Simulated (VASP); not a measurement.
Al, 1 atom in the cell. The typed cell holds 1 atom: a = 2.839 Å, b = 2.840 Å, c = 2.869 Å, α = 60.19°, β = 62.21°, γ = 59.49°. 

```yaml
Program: VASP 6.6.1
Task: relaxation of cell and atoms
Functional: PBE0
Potentials_or_basis: VASP PAW PBE potentials, release 64 (Al)
Cutoff: 600 eV
k_mesh: 6 × 6 × 6
Occupations: fermi-dirac, width 0.05 eV
Spin: no spin polarisation
Dipole_correction: no
Grid_for_exact_exchange_PRECFOCK: Normal
Further_INCAR_settings: ALGO = Normal; EDIFF = 1e-06; IBRION = 2; EDIFFG = -0.01; NSW = 60; ISIF = 3
Share_of_exact_exchange: 0.25
```

Potentials or basis: VASP PAW PBE potentials, release 64 (Al).

Launch:

```bash
$ cat potpaw_PBE.64/Al/POTCAR > POTCAR
$ cp INCAR.step1 INCAR
$ mpirun -np 1 vasp_std > vasp.out
$ cp INCAR.step2 INCAR
$ mpirun -np 1 vasp_std > vasp.out
```

Hardware: 1 thread of Oxide Virtual Turin-like Processor (shared host).

**Question.** Estimate the wall time of this run.

**Answer.** It took 58 min on 1 thread of Oxide Virtual Turin-like Processor, on a shared host, peak memory 0.12 GiB. Counts: k points 112, ion steps 8.
